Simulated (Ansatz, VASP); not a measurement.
W: VASP beside Ansatz

```
CELL_PARAMETERS angstrom
-1.59730 1.59730 -1.59730
-1.59730 -1.59730 1.59730
0.00000 7.72039 5.05801
ATOMIC_POSITIONS crystal
W 0.63539 0.36461 0.87500
W 0.44791 0.55209 0.12500
W 0.84374 0.15626 0.37500
W 0.23956 0.76044 0.62500
```

Alike in both runs: task single point; functional PBE; k mesh 18 × 18 × 5; occupations gaussian, width 0.15 eV; no spin polarisation.

```csv
,VASP,Ansatz
version,VASP 6.6.1,Ansatz 0.2.0
potentials or method,"VASP PAW PBE potentials, release 64 (W_sv), cutoff 520 eV","scalar-relativistic, plane waves, PAW"
valence electrons in the cell,56,56
```

|  | VASP | Ansatz | Ansatz less VASP |
| --- | --- | --- | --- |
| gap on the k mesh at the Fermi level (eV) | none | none | - |
| pressure (GPa) | 8.1 | 7.2 | -0.92 |
| traceless stress, the component that is largest in VASP (GPa) | 15.74 | 15.22 | -0.524 |
| rms of the force components (eV/Å) | 2.018 | 1.922 | -0.0959 |

Atom by atom the forces differ by 0.097 eV/Å (rms over components). A gap of «none» marks a metal or a gap that the smearing closes. With one functional, cell and mesh, what is left measures potentials, basis and numerics.

Neither program's run includes spin-orbit coupling.
